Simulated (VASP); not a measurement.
# SiC (zincblende type) (F-43m) in VASP: a series of runs

SiC (zincblende type) is run at these levels: PBE; tasks: single point, relaxation of cell and atoms.

Program: VASP 6.6.1. These are calculated values, not measurements. Logs are shortened: lines on timing, memory, paths and dates and some standing lists are left out, and cuts for length are marked.

**1. The cell of the first run**

It takes space group F-43m (No. 216, cubic). Conventional cell: a = 4.380 Å, b = 4.380 Å, c = 4.380 Å, α = 90.00°, β = 90.00°, γ = 90.00°. Si (site symmetry -43m) has 4 C at 1.90 Å within 2.5 Å. Within 2.5 Å of C (site symmetry -43m) lie 4 Si at 1.90 Å.

**2. Single point, PBE**

File INCAR:

```
SYSTEM = SiC
ALGO     = Normal         ! electronic algorithm
EDIFF    = 1E-6           ! SCF threshold, eV
ENCUT    = 520            ! plane-wave cutoff, eV
GGA      = PE             ! functional
ISIF     = 2              ! what is computed and relaxed
ISMEAR   = -1             ! smearing method
LASPH    = .TRUE.         ! aspherical terms in the spheres
LCHARG   = .FALSE.        ! write CHGCAR
LREAL    = .FALSE.        ! projectors in reciprocal space
LWAVE    = .FALSE.        ! write WAVECAR
NBANDS   = 11             ! bands
NELM     = 60             ! most SCF steps
PREC     = Accurate       ! precision mode
SIGMA    = 0.02           ! smearing width, eV
```

File KPOINTS:

```
k-points
0
G
  13 13 13
  0 0 0
```

File POSCAR:

```
SiC
1.0
    0.0000000000      2.1898574519      2.1898574519
    2.1898574519      0.0000000000      2.1898574519
    2.1898574519      2.1898574519      0.0000000000
Si C
1 1
Direct
    0.0000000000      0.0000000000      0.0000000000
    0.2500000000      0.2500000000      0.2500000000
```

Potentials or basis: VASP PAW PBE potentials, release 64 (Si, C).

The run is started by

```bash
$ cat potpaw_PBE.64/Si/POTCAR potpaw_PBE.64/C/POTCAR > POTCAR
$ mpirun -np 1 vasp_std > vasp.out
```

OUTCAR:

```text
SYSTEM = SiC
   EDIFF = 1E-6
   ENCUT = 520
   GGA = PE
   ISIF = 2
   ISMEAR = -1
   LASPH = .TRUE.
   LREAL = .FALSE.
   NELM = 60
   PREC = Accurate

 ion  position               nearest neighbor table
   1  0.000  0.000  0.000-   2 1.90   2 1.90   2 1.90   2 1.90
   2  0.250  0.250  0.250-   1 1.90   1 1.90   1 1.90   1 1.90

  LATTYP: Found a face centered cubic cell.
 ALAT       =     4.3797149038

  Lattice vectors:

 A1 = (   0.0000000000,   2.1898574519,   2.1898574519)
 A2 = (   2.1898574519,   0.0000000000,   2.1898574519)
 A3 = (   2.1898574519,   2.1898574519,   0.0000000000)

Analysis of symmetry for initial positions (statically):
=====================================================================
 Subroutine PRICEL returns:
 Original cell was already a primitive cell.

 Routine SETGRP: Setting up the symmetry group for a
 face centered cubic supercell.

 Subroutine GETGRP returns: Found 24 space group operations
 (whereof 24 operations were pure point group operations)
 out of a pool of 48 trial point group operations.

The static configuration has the point symmetry T_d .

Analysis of symmetry for dynamics (positions and initial velocities):
=====================================================================
 Subroutine PRICEL returns:
 Original cell was already a primitive cell.

 Routine SETGRP: Setting up the symmetry group for a
 face centered cubic supercell.

 Subroutine GETGRP returns: Found 24 space group operations
 (whereof 24 operations were pure point group operations)
 out of a pool of 48 trial point group operations.

The dynamic configuration has the point symmetry T_d .

 Subroutine INISYM returns: Found 24 space group operations
 (whereof 24 operations are pure point group operations),
 and found     1 'primitive' translations

----------------------------------------------------------------------------------------

                                     Primitive cell

  volume of cell :      21.0028

  direct lattice vectors                    reciprocal lattice vectors
     0.000000000  2.189857452  2.189857452    -0.228325364  0.228325364  0.228325364
     2.189857452  0.000000000  2.189857452     0.228325364 -0.228325364  0.228325364
     2.189857452  2.189857452  0.000000000     0.228325364  0.228325364 -0.228325364

  length of vectors
     3.096926108  3.096926108  3.096926108     0.395471131  0.395471131  0.395471131

  position of ions in fractional coordinates (direct lattice)
     0.000000000  0.000000000  0.000000000
     0.250000000  0.250000000  0.250000000

  ion indices of the primitive-cell ions
   primitive index   ion index
                 1           1
                 2           2

----------------------------------------------------------------------------------------

 KPOINTS: k-points

Automatic generation of k-mesh.
 Grid dimensions read from file:
 generate k-points for:   13   13   13

 Generating k-lattice:

  Cartesian coordinates                     Fractional coordinates (reciprocal lattice)
    -0.017563490  0.017563490  0.017563490     0.076923077  0.000000000  0.000000000
     0.017563490 -0.017563490  0.017563490     0.000000000  0.076923077  0.000000000
     0.017563490  0.017563490 -0.017563490     0.000000000  0.000000000  0.076923077

  Length of vectors
     0.030420856  0.030420856  0.030420856

  Shift w.r.t. Gamma in fractional coordinates (k-lattice)
     0.000000000  0.000000000  0.000000000

 Subroutine IBZKPT returns following result:
 ===========================================

 Found     84 irreducible k-points:

 Following reciprocal coordinates:
            Coordinates               Weight
  0.000000  0.000000  0.000000      1.000000
  0.076923  0.000000  0.000000      8.000000
  0.153846  0.000000  0.000000      8.000000
  0.230769  0.000000  0.000000      8.000000
  0.307692  0.000000  0.000000      8.000000
  0.384615  0.000000  0.000000      8.000000
[... 16 lines left out ...]
  0.384615  0.153846  0.000000     24.000000
  0.461538  0.153846  0.000000     24.000000
 [... further k-points ...]
   k-points           NKPTS =     84   k-points in BZ     NKDIM =     84   number of bands    NBANDS=     11
   number of dos      NEDOS =    301   number of ions     NIONS =      2
   total plane-waves  NPLWV =  13824
   dimension x,y,z NGX =    24 NGY =   24 NGZ =   24
   dimension x,y,z NGXF=    48 NGYF=   48 NGZF=   48
   ions per type =               1   1
   NGX,Y,Z   is equivalent  to a cutoff of  12.88, 12.88, 12.88 a.u.
   NGXF,Y,Z  is equivalent  to a cutoff of  25.77, 25.77, 25.77 a.u.
 SYSTEM =  SiC
   PREC   = accura    normal or accurate (medium, high low for compatibility)
   ISTART =      0    job   : 0-new  1-cont  2-samecut
   ICHARG =      2    charge: 1-file 2-atom 10-const
   ISPIN  =      1    spin polarized calculation?
   LNONCOLLINEAR =      F non collinear calculations
   LSORBIT =      F    spin-orbit coupling
   LASPH  =      T    aspherical Exc in radial PAW
   ENCUT  =  520.0 eV  38.22 Ry    6.18 a.u.   5.76  5.76  5.76*2*pi/ulx,y,z
   NELM   =     60;   NELMIN=  2; NELMDL= -5     # of ELM steps
   EDIFF  = 0.1E-05   stopping-criterion for ELM
   LREAL  =      F    real-space projection
[... 7 lines left out ...]
   TEBEG  =    0.0;   TEEND  =   0.0 temperature during run
   PSTRESS=    0.0 pullay stress
   NELECT =       8.0000    total number of electrons
   NUPDOWN=      -1.0000    fix difference up-down
   EMIN   =  10.00;   EMAX   =-10.00  energy-range for DOS
   EFERMI =   0.00;   METHOD = LEGACY
   ISMEAR =    -1;   SIGMA  =   0.02  broadening in eV -4-tet -1-fermi 0-gaus
   EFERMI_NEDOS =   21; number of points for ismear=-14 and -15
   IALGO  =     38    algorithm
   IMIX   =      4    mixing-type and parameters
     AMIX     =   0.40;   BMIX     =  1.00
     AMIX_MAG =   1.60;   BMIX_MAG =  1.00
  volume/ion in A,a.u.               =      10.50        70.87
  Fermi-wavevector in a.u.,A,eV,Ry     =   1.186713  2.242562 19.160914  1.408287
  Thomas-Fermi vector in A             =   2.322880
   LORBIT       =      0    0 simple, 1 ext, 2 COOP (PROOUT), +10 PAW based schemes
   GGA     = PE    functional components
   LHFCALC =     F    Hartree Fock is set to
   AEXX    =    0.0000 exact exchange contribution
   IVDW    =     0    specifies the selected vdW correction
   LEPSILON=     F    determine dielectric tensor
   LRPA    =     F    only Hartree local field effects (RPA)
 non-spin polarized calculation
  energy-cutoff  :      520.00
  volume of cell :       21.00
 maximum number of plane-waves:       576
   NGX = 11   NGY = 11   NGZ = 11

 number of electron       8.0000001 magnetization

 Free energy of the ion-electron system (eV)
  ---------------------------------------------------
  ext. energy  EPLUGINS =         0.00000000
  ---------------------------------------------------
  free energy    TOTEN  =       -15.06097349 eV

  energy without entropy =      -15.06097349  energy(sigma->0) =      -15.06097349

 E-fermi :   8.4236     XC(G=0): -11.2913

 val. band max:        7.9403719190   @ k =   0.0000   0.0000   0.0000
 cond. band min:       9.3795310057   @ k =   0.4615   0.4615   0.0000
 fundamental gap:      1.4391590867
 Fermi energy:         8.4235925944

 k-point     1 :       0.0000    0.0000    0.0000
  band No.  band energies     occupation
      1      -7.3463      2.00000
      2       7.9404      2.00000
      3       7.9404      2.00000
      4       7.9404      2.00000
      5      13.9997      0.00000
      6      15.1450      0.00000
      7      15.1450      0.00000
      8      15.1450      0.00000
      9      22.3602      0.00000
     10      22.3602      0.00000
     11      24.1905      0.00000

 k-point     2 :       0.0769    0.0000    0.0000
  band No.  band energies     occupation
      1      -7.2319      2.00000
      2       7.3135      2.00000
      3       7.8591      2.00000
      4       7.8591      2.00000
      5      14.2351      0.00000
      6      15.2525      0.00000
      7      15.2954      0.00000
      8      15.2954      0.00000
      9      21.7049      0.00000
     10      21.7049      0.00000
     11      24.2287      0.00000

 k-point     3 :       0.1538    0.0000    0.0000
  band No.  band energies     occupation
      1      -6.8917      2.00000
      2       5.8602      2.00000
      3       7.6528      2.00000
      4       7.6528      2.00000
      5      14.1940      0.00000
      6      15.6142      0.00000
      7      15.6142      0.00000
      8      15.9903      0.00000
      9      20.9191      0.00000
     10      20.9191      0.00000
     11      23.6060      0.00000

 k-point     4 :       0.2308    0.0000    0.0000
  band No.  band energies     occupation
      1      -6.3358      2.00000
      2       4.1194      2.00000
      3       7.3990      2.00000
      4       7.3990      2.00000
      5      13.8796      0.00000
      6      15.7715      0.00000
      7      15.7715      0.00000
      8      16.9549      0.00000
      9      20.8491      0.00000
     10      20.8491      0.00000
     11      23.0278      0.00000
[... 239 lines left out ...]
 k-point    22 :       0.3077    0.1538    0.0000
  band No.  band energies     occupation
      1      -5.7141      2.00000
      2       3.6254      2.00000
      3       6.3551      2.00000
      4       6.4212      2.00000
      5      13.0426      0.00000
      6      15.4539      0.00000
      7      16.6587      0.00000
      8      17.3293      0.00000
      9      20.1015      0.00000
     10      23.5217      0.00000
     11      25.3393      0.00000

 k-point    23 :       0.3846    0.1538    0.0000
  band No.  band energies     occupation
      1      -4.9277      2.00000
      2       2.0398      2.00000
      3       5.9801      2.00000
      4       6.2220      2.00000
      5      12.8894      0.00000
      6      15.6784      0.00000
      7      17.0309      0.00000
      8      17.0760      0.00000
      9      20.9993      0.00000
     10      24.5251      0.00000
     11      25.2885      0.00000

 k-point    24 :       0.4615    0.1538    0.0000
  band No.  band energies     occupation
      1      -4.0745      2.00000
      2       0.6470      2.00000
      3       5.5569      2.00000
      4       6.2301      2.00000
      5      12.8502      0.00000
      6      15.5367      0.00000
      7      16.6836      0.00000
      8      18.0764      0.00000
      9      21.5844      0.00000
     10      25.3697      0.00000
     11      25.6203      0.00000

 [... further k-points ...]
[... 5 lines left out ...]
  --------------------------------------------------------------------------------------
  -------------------------------------------------------------------------------------
  Total       -0.0061265     -0.0061265     -0.0061265      0.0000000     -0.0000000      0.0000000
  in kB       -0.4673545     -0.4673545     -0.4673545      0.0000000     -0.0000000      0.0000000
  external PRESSURE =      -0.4673545 kB  Pullay stress =       0.0000000 kB

 VOLUME and BASIS-vectors are now :
 -----------------------------------------------------------------------------
  energy-cutoff  :      520.00
  volume of cell :       21.00
      direct lattice vectors                 reciprocal lattice vectors
     0.000000000  2.189857452  2.189857452    -0.228325364  0.228325364  0.228325364
     2.189857452  0.000000000  2.189857452     0.228325364 -0.228325364  0.228325364
     2.189857452  2.189857452  0.000000000     0.228325364  0.228325364 -0.228325364

 POSITION                                       TOTAL-FORCE (eV/Angst)
 -----------------------------------------------------------------------------------
      0.00000      0.00000      0.00000         0.000000      0.000000     -0.000000
      1.09493      1.09493      1.09493         0.000000     -0.000000      0.000000
 -----------------------------------------------------------------------------------
    total drift:                                0.000000      0.000000      0.000000

  FREE ENERGIE OF THE ION-ELECTRON SYSTEM (eV)
  ---------------------------------------------------
  free  energy   TOTEN  =       -15.0609734854 eV

  energy  without entropy=      -15.0609734854  energy(sigma->0) =      -15.06097349
```

It took 8.3 s on 1 thread of Intel Xeon Platinum 8488C (Sapphire Rapids), shared host; peak memory 0.14 GiB.

What came out:

- Free energy: -15.0610 eV
- Pressure: 0.0 GPa
- Band gap on the k mesh: 1.44 eV (least direct gap 4.56 eV)

Levels at points of the mesh, in eV from the valence-band top:
```
           k point  band 1  band 2  band 3  band 4  band 5  band 6  band 7  band 8
(0.00, 0.00, 0.00)  -15.29    0.00    0.00    0.00    6.06    7.20    7.20    7.20
```

Caveat: an odd mesh through Γ misses points on the zone boundary, where band edges can lie.

**3. Single point, PBE**

This run uses another cell than the first one: it holds 4 atoms, not 2.

File INCAR:

```
SYSTEM = SiC
PREC     = Accurate       ! precision mode
ENCUT    = 520            ! plane-wave cutoff, eV
EDIFF    = 1E-6           ! SCF threshold, eV
ISMEAR   = -1             ! smearing method
SIGMA    = 0.02           ! smearing width, eV
LREAL    = .FALSE.        ! projectors in reciprocal space
LASPH    = .TRUE.         ! aspherical terms in the spheres
NELM     = 80             ! most SCF steps
ALGO     = Normal         ! electronic algorithm
ISIF     = 2              ! what is computed and relaxed
LWAVE    = .FALSE.        ! write WAVECAR
LCHARG   = .FALSE.        ! write CHGCAR
GGA      = PE             ! functional
NBANDS   = 16             ! bands
```

File KPOINTS:

```
Automatic mesh
0
G
  8 6 8
  0 0 0
```

File POSCAR:

```
SiC
1.0
   -2.1898574519      2.1898574519      0.0000000000
    0.0000000000      0.0000000000      4.3797149038
    2.1898574519      2.1898574519      0.0000000000
Si C
2 2
Direct
    0.0000000000      0.0000000000      0.0000000000
    0.5000000000      0.5000000000      0.5000000000
    0.0000000000      0.2500000000      0.5000000000
    0.5000000000      0.7500000000      0.0000000000
```

Potentials or basis: VASP PAW PBE potentials, release 64 (Si, C).

The run is started by

```bash
$ cat potpaw_PBE.64/Si/POTCAR potpaw_PBE.64/C/POTCAR > POTCAR
$ mpirun -np 1 vasp_std > vasp.out
```

Run time: 18 s. Hardware: 1 thread of Intel Xeon Platinum 8488C (Sapphire Rapids), shared host; peak memory 0.16 GiB.

Results (log left out):

```yaml
Free_energy: -30.1212 eV
Pressure: 0.0 GPa
Band_gap_on_the_k_mesh: 1.37 eV
```

Levels at points of the mesh, in eV from the valence-band top:
```tsv
k point	band 6	band 7	band 8	band 9	band 10	band 11
(0.00, 0.00, 0.00)	0.00	0.00	0.00	1.37	4.27	6.06
(0.50, 0.00, 0.00)	-4.29	-1.18	-1.18	5.48	5.48	8.64
(0.00, 0.50, 0.00)	-1.91	-1.91	-1.91	4.01	4.01	6.27
(0.50, 0.50, 0.00)	-1.05	-1.05	-1.05	5.30	5.30	7.17
(0.50, 0.00, 0.50)	-3.16	-3.16	-3.16	1.37	1.37	4.27
(0.50, 0.50, 0.50)	-4.92	-4.63	-4.63	5.19	5.19	9.30
```

**4. Single point, PBE**

This run uses another cell than the first one: it holds 4 atoms, not 2.

File INCAR:

```
PREC = Accurate
ENCUT = 520
EDIFF = 1E-6
ISMEAR = -1
SIGMA = 0.02
LREAL = False
LASPH = True
NELM = 100
ALGO = Normal
ISIF = 2
LWAVE = False
LCHARG = True
GGA = PE
LELF = True
LVHAR = True
NBANDS = 16
```

File KPOINTS:

```
regular mesh
0
Gamma
  8 6 8
```

POSCAR is that of step 3.

The run is started by

```bash
$ cat potpaw_PBE.64/Si/POTCAR potpaw_PBE.64/C/POTCAR > POTCAR
$ mpirun -np 1 vasp_std > vasp.out
```

Wall time 18 s (1 thread of Intel Xeon Platinum 8488C (Sapphire Rapids), shared host); peak memory 0.17 GiB.

The run converged. Its results:

```yaml
Free_energy: -30.1212 eV
Pressure: 0.0 GPa
Band_gap_on_the_k_mesh: 1.37 eV
```

Levels at points of the mesh, in eV from the valence-band top:
```tsv
k point	band 4	band 5	band 6	band 7	band 8	band 9	band 10	band 11	band 12	band 13
(0.00, 0.00, 0.00)	-3.16	-3.16	0.00	0.00	0.00	1.37	4.27	6.06	7.20	7.20
(0.50, 0.00, 0.00)	-5.91	-4.29	-4.29	-1.18	-1.18	5.48	5.48	8.64	8.64	8.94
(0.00, 0.50, 0.00)	-3.35	-1.91	-1.91	-1.91	-1.91	4.01	4.01	6.27	6.27	10.45
(0.50, 0.50, 0.00)	-8.45	-1.05	-1.05	-1.05	-1.05	5.30	5.30	7.17	7.17	7.17
(0.50, 0.00, 0.50)	-7.75	-3.16	-3.16	-3.16	-3.16	1.37	1.37	4.27	4.27	13.86
(0.50, 0.50, 0.50)	-7.00	-4.92	-4.92	-4.63	-4.63	5.19	5.19	9.30	9.30	9.32
```

**5. Relaxation of cell and atoms, PBE**

This run uses another cell than the first one, of 10.10 Å³/atom.

File INCAR:

```
PREC     = Accurate       # precision mode
ENCUT    = 600            # plane-wave cutoff, eV
EDIFF    = 1E-6           # SCF threshold, eV
ISMEAR   = -1             # smearing method
SIGMA    = 0.02           # smearing width, eV
LREAL    = F              # projectors in reciprocal space
LASPH    = T              # aspherical terms in the spheres
NELM     = 60             # most SCF steps
ALGO     = Normal         # electronic algorithm
ISIF     = 3              # what is computed and relaxed
LWAVE    = F              # write WAVECAR
LCHARG   = F              # write CHGCAR
GGA      = PE             # functional
IBRION   = 2              # ionic algorithm
NSW      = 60             # ionic steps
EDIFFG   = -0.005         # ionic threshold
```

File KPOINTS:

```
regular mesh
0
Gamma
  13 13 13
```

File POSCAR:

```
SiC
1.0
    0.0000000000      2.1616189057      2.1616189057
    2.1616189057      0.0000000000      2.1616189057
    2.1616189057      2.1616189057      0.0000000000
Si C
1 1
Direct
    0.0000000000      0.0000000000      0.0000000000
    0.2500000000      0.2500000000      0.2500000000
```

The run is started by

```bash
$ cat potpaw_PBE.64/Si/POTCAR potpaw_PBE.64/C/POTCAR > POTCAR
$ mpirun -np 1 vasp_std > vasp.out
```

Wall time 14 s (1 thread of Intel Xeon Platinum 8488C (Sapphire Rapids), shared host); peak memory 0.15 GiB.

Results (log left out):

```
Free energy                           : -15.0616 eV
Relaxed volume                        : 10.50 Å³/atom
Relaxed cell                          : a = 3.096 Å, b = 3.096 Å, c = 3.096 Å, α = 60.00°, β = 60.00°, γ = 60.00°
Space group after relaxing (to 0.1 Å) : F-43m (No. 216)
Energy gained by relaxing             : 10.4 meV/atom
Ionic steps                           : 3
Pressure after relaxing               : 0.0 GPa
Band gap on the k mesh                : 1.44 eV (least direct gap 4.56 eV)
```

The path:
```csv
step,energy change (eV),largest force (eV/Å),pressure (GPa),volume (Å³)
1,0.0000,0.0000,8.73,20.20
2,0.0014,0.0000,-7.91,21.85
3,-0.0207,0.0000,-0.05,20.99
```

Final structure:
```cif
data_structure
_symmetry_space_group_name_H-M 'P 1'
_symmetry_Int_Tables_number 1
_cell_length_a 3.0964
_cell_length_b 3.0964
_cell_length_c 3.0964
_cell_angle_alpha 60.000
_cell_angle_beta 60.000
_cell_angle_gamma 60.000
_cell_volume 20.99
loop_
_atom_site_label
_atom_site_type_symbol
_atom_site_fract_x
_atom_site_fract_y
_atom_site_fract_z
_atom_site_occupancy
Si1 Si 0.00000 0.00000 0.00000 1
C1 C 0.25000 0.25000 0.25000 1
```

Levels at points of the mesh, in eV from the valence-band top:
```tsv
k point	band 1	band 2	band 3	band 4	band 5	band 6	band 7	band 8
(0.00, 0.00, 0.00)	-15.29	0.00	0.00	0.00	6.07	7.21	7.21	7.21
```

Caveat: an odd mesh through Γ misses points on the zone boundary, where band edges can lie.

**6. The runs side by side**

| task | cell | k mesh | cutoff (eV) | gap on the mesh (eV) | pressure (GPa) |
| --- | --- | --- | --- | --- | --- |
| single point | a = 3.097 Å, angles 60.0°, 2 atoms, atomic positions A | 13 × 13 × 13 | 520 | 1.44 | 0.0 |
| single point | a = 3.097, b = 4.380 Å, 4 atoms, atomic positions B | 8 × 6 × 8 | 520 | 1.37 | 0.0 |
| relaxation of cell and atoms | relaxed from a = 3.057 Å, angles 60.0°, 2 atoms, atomic positions A | 13 × 13 × 13 | 600 | 1.44 | 0.0 |

Alike in all rows: level PBE; potentials or basis VASP PAW PBE potentials, release 64 (Si, C); no spin polarisation; smearing fermi-dirac 0.02 eV.

Caveats: an odd mesh through Γ misses points on the zone boundary, where band edges can lie (at least some runs).

Total energies depend on the potentials used, so only differences within one code and one set of settings carry meaning.
